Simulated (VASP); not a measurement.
Input of a VASP 6.6.1 run:

INCAR

```
PREC = Accurate
ENCUT = 520
EDIFF = 1E-6
ISMEAR = 0
SIGMA = 0.01
LREAL = False
LASPH = True
NELM = 60
ALGO = Normal
ISIF = 2
LWAVE = False
LCHARG = False
GGA = PS
NBANDS = 16
```

KPOINTS

```
regular mesh
0
Gamma
  8 8 8
```

Contents of POSCAR:

```
GaAs
1.0
    2.6893400334      2.6893400334      0.0000000000
   -2.6893400334      2.6893400334      0.0000000000
    0.0000000000      2.6893400334      2.6893400334
Ga As
1 1
Direct
    0.0000000000      0.0000000000      0.0000000000
    0.7500000000      0.2500000000      0.5000000000
```

Potentials or basis: VASP PAW PBE potentials, release 64 (Ga_d, As).

Command:

```console
$ cat potpaw_PBE.64/Ga_d/POTCAR potpaw_PBE.64/As/POTCAR > POTCAR
$ mpirun -np 1 vasp_std > vasp.out
```

(1) Estimate the pressure.

(2) Estimate the band gap on the k mesh.

## Answers

(1) 15.3 GPa.

(2) 1.02 eV (least direct gap 1.63 eV).

Caveat: the cell stands under pressure; the PAW data sets were made with another functional, which shifts forces and pressure a little.
